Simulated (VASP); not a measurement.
# Ru (P6_3/mmc) in VASP: phonons with r2SCAN

Aim: the phonons of Ru with r2SCAN.

Program: VASP 6.6.1. These are calculated values, not measurements. Logs are shortened: lines on timing, memory, paths and dates and some standing lists are left out, and cuts for length are marked.

## 1. The cell of the first run

It takes space group P6_3/mmc (No. 194, hexagonal). Conventional cell: a = 2.706 Å, b = 2.706 Å, c = 4.268 Å, α = 90.00°, β = 90.00°, γ = 120.00°. Within 3.5 Å of Ru (site symmetry -6m2) lie 12 Ru at 2.64 to 2.71 Å.

## 2. Phonons, r2SCAN

Input file INCAR:

```
PREC = Accurate
ENCUT = 520
EDIFF = 1E-8
ISMEAR = -1
SIGMA = 0.15
LREAL = F
LASPH = T
NELM = 100
ALGO = Normal
ISIF = 2
LWAVE = F
LCHARG = F
METAGGA = R2SCAN
LMIXTAU = T
NBANDS = 21
IBRION = 6
NFREE = 2
POTIM = 0.015
NSW = 1
```

Input file KPOINTS:

```
Automatic mesh
0
Gamma
  15 15 8
```

Input file POSCAR:

```
Ru
1.0
    2.7055438814      0.0000000000      0.0000000000
   -1.3527719407      2.3430697324      0.0000000000
    0.0000000000      0.0000000000      4.2679397214
Ru
2
Direct
    0.3333333333      0.6666666667      0.2500000000
    0.6666666667      0.3333333333      0.7500000000
```

Potentials or basis: VASP PAW PBE potentials, release 64 (Ru_pv).

Command:

```bash
$ cat potpaw_PBE.64/Ru_pv/POTCAR > POTCAR
$ mpirun -np 1 vasp_std > vasp.out
```

OUTCAR:

```text
PREC = Accurate
   ENCUT = 520
   EDIFF = 1E-8
   ISMEAR = -1
   LREAL = F
   LASPH = T
   NELM = 100
   ISIF = 2
   METAGGA = R2SCAN
   IBRION = 6
   NFREE = 2
   POTIM = 0.015
   NSW = 1

 ion  position               nearest neighbor table
   1  0.333  0.667  0.250-   2 2.64   2 2.64   2 2.64   2 2.64   2 2.64   2 2.64
   2  0.667  0.333  0.750-   1 2.64   1 2.64   1 2.64   1 2.64   1 2.64   1 2.64

  LATTYP: Found a hexagonal cell.
 ALAT       =     2.7055438814
 C/A-ratio  =     1.5774793936

  Lattice vectors:

 A1 = (   2.7055438814,   0.0000000000,   0.0000000000)
 A2 = (  -1.3527719407,   2.3430697324,   0.0000000000)
 A3 = (   0.0000000000,   0.0000000000,   4.2679397214)

Analysis of symmetry for initial positions (statically):
=====================================================================
 Subroutine PRICEL returns:
 Original cell was already a primitive cell.

 Routine SETGRP: Setting up the symmetry group for a
 hexagonal supercell.

 Subroutine GETGRP returns: Found 24 space group operations
 (whereof 12 operations were pure point group operations)
 out of a pool of 24 trial point group operations.

The static configuration has the point symmetry D_3d.
 The point group associated with its full space group is D_6h.

Analysis of symmetry for dynamics (positions and initial velocities):
=====================================================================
 Subroutine PRICEL returns:
 Original cell was already a primitive cell.

 Routine SETGRP: Setting up the symmetry group for a
 hexagonal supercell.

 Subroutine GETGRP returns: Found 24 space group operations
 (whereof 12 operations were pure point group operations)
 out of a pool of 24 trial point group operations.

The dynamic configuration has the point symmetry D_3d.
 The point group associated with its full space group is D_6h.

 Subroutine INISYM returns: Found 24 space group operations
 (whereof 12 operations are pure point group operations),
 and found     1 'primitive' translations

----------------------------------------------------------------------------------------

                                     Primitive cell

  volume of cell :      27.0557

  direct lattice vectors                    reciprocal lattice vectors
     2.705543881  0.000000000  0.000000000     0.369611451  0.213395271  0.000000000
    -1.352771941  2.343069732  0.000000000     0.000000000  0.426790542  0.000000000
     0.000000000  0.000000000  4.267939721     0.000000000  0.000000000  0.234305090

  length of vectors
     2.705543881  2.705543881  4.267939721     0.426790542  0.426790542  0.234305090

  position of ions in fractional coordinates (direct lattice)
     0.333333333  0.666666667  0.250000000
     0.666666667  0.333333333  0.750000000

  ion indices of the primitive-cell ions
   primitive index   ion index
                 1           1
                 2           2

----------------------------------------------------------------------------------------

 KPOINTS: Automatic mesh

Automatic generation of k-mesh.
 Grid dimensions read from file:
 generate k-points for:   15   15    8

 Generating k-lattice:

  Cartesian coordinates                     Fractional coordinates (reciprocal lattice)
[... 53 lines left out ...]
   ICHARG =      2    charge: 1-file 2-atom 10-const
   ISPIN  =      1    spin polarized calculation?
   LNONCOLLINEAR =      F non collinear calculations
   LSORBIT =      F    spin-orbit coupling
   LASPH  =      T    aspherical Exc in radial PAW
   ENCUT  =  520.0 eV  38.22 Ry    6.18 a.u.   5.03  5.03  7.94*2*pi/ulx,y,z
   NELM   =    100;   NELMIN=  2; NELMDL= -5     # of ELM steps
   EDIFF  = 0.1E-07   stopping-criterion for ELM
   LREAL  =      F    real-space projection
   EDIFFG = 0.1E-06   stopping-criterion for IOM
   NSW    =     61    number of steps for IOM
   IBRION =      6    ionic relax: 0-MD 1-quasi-New 2-CG
   NFREE  =      2    steps in history (QN), initial steepest desc. (CG)
   ISIF   =      2    stress and relaxation
   ISYM   =      2    0-nonsym 1-usesym 2-fastsym
   POTIM  = 0.0150    time-step for ionic-motion
   TEBEG  =    0.0;   TEEND  =   0.0 temperature during run
   PSTRESS=    0.0 pullay stress
   NELECT =      28.0000    total number of electrons
   NUPDOWN=      -1.0000    fix difference up-down
   EMIN   =  10.00;   EMAX   =-10.00  energy-range for DOS
   EFERMI =   0.00;   METHOD = LEGACY
   ISMEAR =    -1;   SIGMA  =   0.15  broadening in eV -4-tet -1-fermi 0-gaus
   EFERMI_NEDOS =   21; number of points for ismear=-14 and -15
   IALGO  =     38    algorithm
   IMIX   =      4    mixing-type and parameters
     AMIX     =   0.40;   BMIX     =  1.00
     AMIX_MAG =   1.60;   BMIX_MAG =  1.00
  volume/ion in A,a.u.               =      13.53        91.29
  Fermi-wavevector in a.u.,A,eV,Ry     =   1.655928  3.129250 37.308508  2.742098
  Thomas-Fermi vector in A             =   2.743940
   LORBIT       =      0    0 simple, 1 ext, 2 COOP (PROOUT), +10 PAW based schemes
   METAGGA = R2SCAN    functional components
   LHFCALC =     F    Hartree Fock is set to
   AEXX    =    0.0000 exact exchange contribution
   IVDW    =     0    specifies the selected vdW correction
   LEPSILON=     F    determine dielectric tensor
   LRPA    =     F    only Hartree local field effects (RPA)
 finite differences with symmetry
 non-spin polarized calculation
  energy-cutoff  :      520.00
  volume of cell :       27.06
 maximum number of plane-waves:       744
 NGX is ok and might be reduce to    20
   NGX =  9   NGY =  9   NGZ = 15

--------------------------------------- Ionic step        1  -------------------------------------------

 number of electron      28.0000005 magnetization

 Free energy of the ion-electron system (eV)
  ---------------------------------------------------
  ext. energy  EPLUGINS =         0.00000000
  ---------------------------------------------------
  free energy    TOTEN  =       -50.91745906 eV

  energy without entropy =      -50.80191358  energy(sigma->0) =      -50.85968632

------------------------ aborting loop because EDIFF is reached ----------------------------------------

  FORCE on cell =-STRESS in cart. coord.  units (eV):
  Direction    XX          YY          ZZ          XY          YZ          ZX
  --------------------------------------------------------------------------------------
  -------------------------------------------------------------------------------------
  Total        0.1704445      0.1704445      0.1896826      0.0000000      0.0000000      0.0000000
  in kB       10.0933534     10.0933534     11.2325900      0.0000000      0.0000000      0.0000000
  external PRESSURE =      10.4730989 kB  Pullay stress =       0.0000000 kB
[... 131 lines left out ...]
--------------------------------------- Ionic step        5  -------------------------------------------

 number of electron      28.0000005 magnetization

 Free energy of the ion-electron system (eV)
  ---------------------------------------------------
  ext. energy  EPLUGINS =         0.00000000
  ---------------------------------------------------
  free energy    TOTEN  =       -50.91603992 eV

  energy without entropy =      -50.80037149  energy(sigma->0) =      -50.85820571

 E-fermi :  12.8118     XC(G=0): -15.4321

 val. band max:       12.7813173930   @ k =   0.2667   0.2000   0.1250
 cond. band min:      12.8181743892   @ k =  -0.0000   0.0667   0.3750
 fundamental gap:      0.0368569962
 Fermi energy:        12.8118025381

 k-point     1 :       0.0000    0.0000    0.0000
  band No.  band energies     occupation
      1     -32.3074      2.00000
      2     -31.2882      2.00000
      3     -31.2882      2.00000
      4     -31.0998      2.00000
      5     -31.0998      2.00000
      6     -31.0502      2.00000
[... 565 lines left out ...]
     20      21.2074      0.00000
     21      23.2669      0.00000

 [... further k-points ...]
[... 5 lines left out ...]
  --------------------------------------------------------------------------------------
  -------------------------------------------------------------------------------------
  Total        0.1744796      0.1744796      0.2037422      0.0000000      0.0000000      0.0000000
  in kB       10.3323015     10.3323015     12.0651691      0.0000000      0.0000000      0.0000000
  external PRESSURE =      10.9099240 kB  Pullay stress =       0.0000000 kB
[... 17 lines left out ...]
  FREE ENERGIE OF THE ION-ELECTRON SYSTEM (eV)
  ---------------------------------------------------
  free  energy   TOTEN  =       -50.9160399188 eV

  energy  without entropy=      -50.8003714915  energy(sigma->0) =      -50.85820571

 INTERNAL STRAIN TENSORS FROM DISPLACED ATOMS
 ============================================

 INTERNAL STRAIN TENSOR FOR ION    1 for displacements in x,y,z  (eV/Angst):
          X           Y           Z          XY          YZ          ZX
  --------------------------------------------------------------------------------
  x    -0.00000     0.00000     0.00000    -2.93683     0.00000     0.00000
  y    -2.93683     2.93683     0.00000     0.00000     0.00000     0.00000
  z     0.00000     0.00000     0.00000     0.00000     0.00000     0.00000

 INTERNAL STRAIN TENSOR FOR ION    2 for displacements in x,y,z  (eV/Angst):
          X           Y           Z          XY          YZ          ZX
  --------------------------------------------------------------------------------
  x     0.00000     0.00000     0.00000     2.93683     0.00000     0.00000
  y     2.93683    -2.93683    -0.00000     0.00000     0.00000     0.00000
  z     0.00000     0.00000     0.00000     0.00000     0.00000     0.00000

 Eigenvectors and eigenvalues of the dynamical matrix
 ----------------------------------------------------

   1 f  =    7.811343 THz    49.080113 2PiTHz  260.558342 cm-1    32.305103 meV
             X         Y         Z           dx          dy          dz
     -0.000000  1.562046  1.066985    -0.000000   -0.000000    0.707107
      1.352772  0.781023  3.200955     0.000000   -0.000000   -0.707107
[... 16 lines left out ...]
   5 f  =    0.000000 THz     0.000000 2PiTHz    0.000001 cm-1     0.000000 meV
             X         Y         Z           dx          dy          dz
     -0.000000  1.562046  1.066985     0.703261    0.018637   -0.071253
      1.352772  0.781023  3.200955     0.703261    0.018637   -0.071253

   6 f/i=    0.000000 THz     0.000001 2PiTHz    0.000005 cm-1     0.000001 meV
             X         Y         Z           dx          dy          dz
     -0.000000  1.562046  1.066985    -0.042051   -0.460023   -0.535361
      1.352772  0.781023  3.200955    -0.042051   -0.460023   -0.535361

 ELASTIC MODULI CONTR FROM IONIC RELAXATION (kBar)
 Direction    XX          YY          ZZ          XY          YZ          ZX
 --------------------------------------------------------------------------------
 XX         -71.3026     71.3026      0.0000     -0.0000      0.0000      0.0000
 YY          71.3026    -71.3026     -0.0000      0.0000      0.0000      0.0000
 ZZ           0.0000     -0.0000     -0.0000      0.0000      0.0000      0.0000
 XY          -0.0000      0.0000      0.0000    -71.3026      0.0000      0.0000
 YZ           0.0000      0.0000      0.0000      0.0000      0.0000      0.0000
 ZX           0.0000      0.0000      0.0000      0.0000      0.0000      0.0000
 --------------------------------------------------------------------------------
```

It took 18 min on 1 thread of Intel Xeon 6975P-C (Granite Rapids), shared host; peak memory 0.5 GiB.

Results:

- Highest phonon frequency at Γ: 261 cm⁻¹

Phonon frequencies in cm⁻¹ (negative: imaginary):
| q point | frequencies |
| --- | --- |
| (0.000, 0.000, 0.000) | 0 0 0 196 196 261 |

Caveat: the cell stands under pressure or tension, which shifts response properties; the PAW data sets were made with another functional, which shifts forces and pressure a little.
